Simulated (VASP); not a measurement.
Here is a VASP 6.6.1 calculation.

INCAR

```
SYSTEM = Li3Au5
PREC = Accurate
ENCUT = 520
EDIFF = 1E-7
ISMEAR = 0
SIGMA = 0.1
LREAL = .FALSE.
LASPH = .TRUE.
NELM = 80
ALGO = Fast
ISIF = 2
LWAVE = .FALSE.
LCHARG = .FALSE.
GGA = PE
NBANDS = 42
```

Contents of KPOINTS:

```
Automatic mesh
0
G
  8 8 8
  0 0 0
```

POSCAR

```
Li3Au5
1.0
   -3.1989998956      3.1989998956      3.1989998956
    3.1989998956     -3.1989998956      3.1989998956
    3.1989998956      3.1989998956     -3.1989998956
Li Au
3 5
Direct
    0.0000000000      0.5000000000      0.5000000000
    0.5000000000      0.0000000000      0.5000000000
    0.5000000000      0.5000000000      0.0000000000
    0.5000000000      0.5000000000      0.5000000000
    0.0000000000      0.0000000000      0.5000000000
    0.0000000000      0.5000000000      0.0000000000
    0.5000000000      0.0000000000      0.0000000000
    0.0000000000      0.0000000000      0.0000000000
```

Potentials or basis: VASP PAW PBE potentials, release 64 (Li_sv, Au).

The run is started by

```sh
$ cat potpaw_PBE.64/Li_sv/POTCAR potpaw_PBE.64/Au/POTCAR > POTCAR
$ mpirun -np 1 vasp_std > vasp.out
```

**Question.** What does it give for the band gap on the k mesh?

**Answer.** Zero (bands 32 and 33 overlap by 1.05 eV).

Caveat: spin-orbit coupling is left out, which moves the levels of the heavy elements.
